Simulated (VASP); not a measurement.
# BAs (F-43m) in VASP: a series of runs

The runs below take BAs through single point, with PBEsol.

All numbers are computed with VASP 6.6.1; they aren't measurements. Logs are shortened: lines on timing, memory, paths and dates and some standing lists are left out, and cuts for length are marked.

### Step 1. The cell of the first run

Symmetry: F-43m, No. 216, cubic system. Conventional cell: a = 4.777 Å, b = 4.777 Å, c = 4.777 Å, α = 90.00°, β = 90.00°, γ = 90.00°. Within 2.7 Å of B (site symmetry -43m) lie 4 As at 2.07 Å. As (site symmetry -43m) has 4 B at 2.07 Å within 2.7 Å.

### Step 2. Single point, PBEsol

INCAR reads:

```
SYSTEM = BAs
PREC = Accurate
ENCUT = 520
EDIFF = 1E-6
ISMEAR = 0
SIGMA = 0.05
LREAL = .False.
LASPH = .True.
NELM = 60
ALGO = Normal
ISIF = 2
LWAVE = .False.
LCHARG = .True.
GGA = PS
LELF = .True.
LVHAR = .True.
NBANDS = 11
```

KPOINTS reads:

```
Automatic mesh
0
Gamma
  12 12 12
  0 0 0
```

POSCAR reads:

```
BAs
1.0
    0.0000000000      2.3885011289      2.3885011289
    2.3885011289      0.0000000000      2.3885011289
    2.3885011289      2.3885011289      0.0000000000
B As
1 1
Direct
    0.0000000000      0.0000000000      0.0000000000
    0.7500000000      0.7500000000      0.7500000000
```

Potentials or basis: VASP PAW PBE potentials, release 64 (B, As).

On the command line:

```sh
$ cat potpaw_PBE.64/B/POTCAR potpaw_PBE.64/As/POTCAR > POTCAR
$ mpirun -np 1 vasp_std > vasp.out
```

OUTCAR:

```text
SYSTEM = BAs
   PREC = Accurate
   ENCUT = 520
   EDIFF = 1E-6
   ISMEAR = 0
   LREAL = .False.
   LASPH = .True.
   NELM = 60
   ISIF = 2
   GGA = PS

 ion  position               nearest neighbor table
   1  0.000  0.000  0.000-   2 2.07   2 2.07   2 2.07   2 2.07
   2  0.750  0.750  0.750-   1 2.07   1 2.07   1 2.07   1 2.07

  LATTYP: Found a face centered cubic cell.
 ALAT       =     4.7770022578

  Lattice vectors:

 A1 = (   0.0000000000,   2.3885011289,   2.3885011289)
 A2 = (   2.3885011289,   0.0000000000,   2.3885011289)
 A3 = (   2.3885011289,   2.3885011289,   0.0000000000)

Analysis of symmetry for initial positions (statically):
=====================================================================
 Subroutine PRICEL returns:
 Original cell was already a primitive cell.

 Routine SETGRP: Setting up the symmetry group for a
 face centered cubic supercell.

 Subroutine GETGRP returns: Found 24 space group operations
 (whereof 24 operations were pure point group operations)
 out of a pool of 48 trial point group operations.

The static configuration has the point symmetry T_d .

Analysis of symmetry for dynamics (positions and initial velocities):
=====================================================================
 Subroutine PRICEL returns:
 Original cell was already a primitive cell.

 Routine SETGRP: Setting up the symmetry group for a
 face centered cubic supercell.

 Subroutine GETGRP returns: Found 24 space group operations
 (whereof 24 operations were pure point group operations)
 out of a pool of 48 trial point group operations.

The dynamic configuration has the point symmetry T_d .

 Subroutine INISYM returns: Found 24 space group operations
 (whereof 24 operations are pure point group operations),
 and found     1 'primitive' translations

----------------------------------------------------------------------------------------

                                     Primitive cell

  volume of cell :      27.2525

  direct lattice vectors                    reciprocal lattice vectors
     0.000000000  2.388501129  2.388501129    -0.209336305  0.209336305  0.209336305
     2.388501129  0.000000000  2.388501129     0.209336305 -0.209336305  0.209336305
     2.388501129  2.388501129  0.000000000     0.209336305  0.209336305 -0.209336305

  length of vectors
     3.377850690  3.377850690  3.377850690     0.362581116  0.362581116  0.362581116

  position of ions in fractional coordinates (direct lattice)
     0.000000000  0.000000000  0.000000000
     0.750000000  0.750000000  0.750000000

  ion indices of the primitive-cell ions
   primitive index   ion index
                 1           1
[... 79 lines left out ...]
   ISIF   =      2    stress and relaxation
   ISYM   =      2    0-nonsym 1-usesym 2-fastsym
   POTIM  = 0.5000    time-step for ionic-motion
   TEBEG  =    0.0;   TEEND  =   0.0 temperature during run
   PSTRESS=    0.0 pullay stress
   NELECT =       8.0000    total number of electrons
   NUPDOWN=      -1.0000    fix difference up-down
   EMIN   =  10.00;   EMAX   =-10.00  energy-range for DOS
   EFERMI =   0.00;   METHOD = LEGACY
   ISMEAR =     0;   SIGMA  =   0.05  broadening in eV -4-tet -1-fermi 0-gaus
   EFERMI_NEDOS =   21; number of points for ismear=-14 and -15
   IALGO  =     38    algorithm
   IMIX   =      4    mixing-type and parameters
     AMIX     =   0.40;   BMIX     =  1.00
     AMIX_MAG =   1.60;   BMIX_MAG =  1.00
  volume/ion in A,a.u.               =      13.63        91.95
  Fermi-wavevector in a.u.,A,eV,Ry     =   1.088018  2.056056 16.106345  1.183783
  Thomas-Fermi vector in A             =   2.224190
   LORBIT       =      0    0 simple, 1 ext, 2 COOP (PROOUT), +10 PAW based schemes
   GGA     = PS    functional components
   LHFCALC =     F    Hartree Fock is set to
   AEXX    =    0.0000 exact exchange contribution
   IVDW    =     0    specifies the selected vdW correction
   LEPSILON=     F    determine dielectric tensor
   LRPA    =     F    only Hartree local field effects (RPA)
 non-spin polarized calculation
 Gauss-broadening in eV      SIGMA  =   0.05
  energy-cutoff  :      520.00
  volume of cell :       27.25
 maximum number of plane-waves:       754
 NGX is ok and might be reduce to    28
   NGX = 13   NGY = 13   NGZ = 13

 number of electron       8.0000000 magnetization

 Free energy of the ion-electron system (eV)
  ---------------------------------------------------
  ext. energy  EPLUGINS =         0.00000000
  ---------------------------------------------------
  free energy    TOTEN  =       -12.20423238 eV

  energy without entropy =      -12.20423238  energy(sigma->0) =      -12.20423238

 E-fermi :   6.3451     XC(G=0): -10.7311

 val. band max:        6.0438277032   @ k =   0.0000   0.0000   0.0000
 cond. band min:       7.1255680908   @ k =   0.4167   0.4167   0.0000
 fundamental gap:      1.0817403876
 Fermi energy:         6.3451032844

 k-point     1 :       0.0000    0.0000    0.0000
  band No.  band energies     occupation
      1      -9.3931      2.00000
      2       6.0438      2.00000
      3       6.0438      2.00000
      4       6.0438      2.00000
      5       9.2838      0.00000
      6       9.2838      0.00000
      7       9.2838      0.00000
      8      10.7256      0.00000
      9      15.3904      0.00000
     10      18.9746      0.00000
     11      18.9746      0.00000
[... 309 lines left out ...]
 k-point    24 :      -0.4167    0.1667    0.0000
  band No.  band energies     occupation
      1      -6.2120      2.00000
      2      -2.3898      2.00000
      3       2.0622      2.00000
      4       3.6876      2.00000
      5       9.2110      0.00000
      6      11.5286      0.00000
      7      12.0413      0.00000
      8      15.1957      0.00000
      9      17.4722      0.00000
     10      18.8701      0.00000
     11      20.3882      0.00000

 [... further k-points ...]
[... 5 lines left out ...]
  --------------------------------------------------------------------------------------
  -------------------------------------------------------------------------------------
  Total        0.0098652      0.0098652      0.0098652      0.0000000     -0.0000000      0.0000000
  in kB        0.5799746      0.5799746      0.5799746      0.0000000     -0.0000000      0.0000000
  external PRESSURE =       0.5799746 kB  Pullay stress =       0.0000000 kB

 VOLUME and BASIS-vectors are now :
 -----------------------------------------------------------------------------
  energy-cutoff  :      520.00
  volume of cell :       27.25
      direct lattice vectors                 reciprocal lattice vectors
     0.000000000  2.388501129  2.388501129    -0.209336305  0.209336305  0.209336305
     2.388501129  0.000000000  2.388501129     0.209336305 -0.209336305  0.209336305
     2.388501129  2.388501129  0.000000000     0.209336305  0.209336305 -0.209336305

 POSITION                                       TOTAL-FORCE (eV/Angst)
 -----------------------------------------------------------------------------------
      0.00000      0.00000      0.00000        -0.000000     -0.000000     -0.000000
      3.58275      3.58275      3.58275         0.000000      0.000000      0.000000
 -----------------------------------------------------------------------------------
    total drift:                                0.000000      0.000000      0.000000

  FREE ENERGIE OF THE ION-ELECTRON SYSTEM (eV)
  ---------------------------------------------------
  free  energy   TOTEN  =       -12.2042323789 eV

  energy  without entropy=      -12.2042323789  energy(sigma->0) =      -12.20423238
```

OSZICAR:

```text
N       E                     dE             d eps       ncg     rms          rms(c)
DAV:   1     0.112990309974E+02    0.11299E+02   -0.38446E+03  1584   0.647E+02
DAV:   2    -0.121009939164E+02   -0.23400E+02   -0.22240E+02  2083   0.105E+02
DAV:   3    -0.128097980810E+02   -0.70880E+00   -0.70673E+00  2000   0.168E+01
DAV:   4    -0.128117899037E+02   -0.19918E-02   -0.19917E-02  1745   0.990E-01
DAV:   5    -0.128117927856E+02   -0.28819E-05   -0.28819E-05  1900   0.409E-02    0.483E+00
DAV:   6    -0.122817851283E+02    0.53001E+00   -0.13459E+00  1698   0.464E+00    0.239E+00
DAV:   7    -0.122131875881E+02    0.68598E-01   -0.18382E-01  1854   0.207E+00    0.927E-01
DAV:   8    -0.122040442336E+02    0.91434E-02   -0.18374E-02  1779   0.740E-01    0.916E-02
DAV:   9    -0.122041770813E+02   -0.13285E-03   -0.68034E-04  1800   0.155E-01    0.510E-02
DAV:  10    -0.122042298399E+02   -0.52759E-04   -0.84952E-05  1671   0.540E-02    0.939E-03
DAV:  11    -0.122042324654E+02   -0.26255E-05   -0.18260E-06  1934   0.979E-03    0.896E-03
DAV:  12    -0.122042323789E+02    0.86507E-07   -0.98141E-07  1085   0.499E-03
   1 F= -.12204232E+02 E0= -.12204232E+02  d E =-.835855E-20
```

Wall time 13 s (1 thread of Intel Xeon 6975P-C (Granite Rapids), shared host); peak memory 0.16 GiB.

Results:

```yaml
Free_energy: -12.2042 eV
Pressure: 0.1 GPa
Band_gap_on_the_k_mesh: 1.08 eV, indirect (least direct gap 3.24 eV)
```

Caveat: the PAW data sets were made with another functional, which shifts forces and pressure a little. A k mesh can miss the band edges.

### Step 3. Single point, PBEsol

INCAR reads:

```
PREC     = Accurate       # precision mode
ENCUT    = 520            # plane-wave cutoff, eV
EDIFF    = 1E-6           # SCF threshold, eV
ISMEAR   = 0              # smearing method
SIGMA    = 0.05           # smearing width, eV
LREAL    = F              # projectors in reciprocal space
LASPH    = T              # aspherical terms in the spheres
NELM     = 80             # most SCF steps
ALGO     = Normal         # electronic algorithm
ISIF     = 2              # what is computed and relaxed
LWAVE    = F              # write WAVECAR
LCHARG   = F              # write CHGCAR
GGA      = PS             # functional
NBANDS   = 11             # bands
```

KPOINTS reads:

```
Automatic mesh
0
Gamma
  12 12 12
```

POSCAR is that of step 2.

Potentials or basis: VASP PAW PBE potentials, release 64 (B, As).

On the command line:

```sh
$ cat potpaw_PBE.64/B/POTCAR potpaw_PBE.64/As/POTCAR > POTCAR
$ mpirun -np 1 vasp_std > vasp.out
```

Wall time 12 s (1 thread of Intel Xeon 6975P-C (Granite Rapids), shared host); peak memory 0.17 GiB.

The run converged. Its results:

```
Free energy            : -12.2042 eV
Pressure               : 0.1 GPa
Band gap on the k mesh : 1.08 eV, indirect (least direct gap 3.24 eV)
```

Levels at points of the mesh, in eV from the valence-band top:
```csv
k point,band 2,band 3,band 4,band 5,band 6,band 7
"(0.00, 0.00, 0.00)",0.00,0.00,0.00,3.24,3.24,3.24
"(0.50, 0.00, 0.00)",-8.83,-1.83,-1.83,2.65,4.73,4.73
"(0.50, 0.50, 0.00)",-8.53,-4.11,-4.11,1.31,1.34,11.34
```

Caveat: the PAW data sets were made with another functional, which shifts forces and pressure a little. A k mesh can miss the band edges.
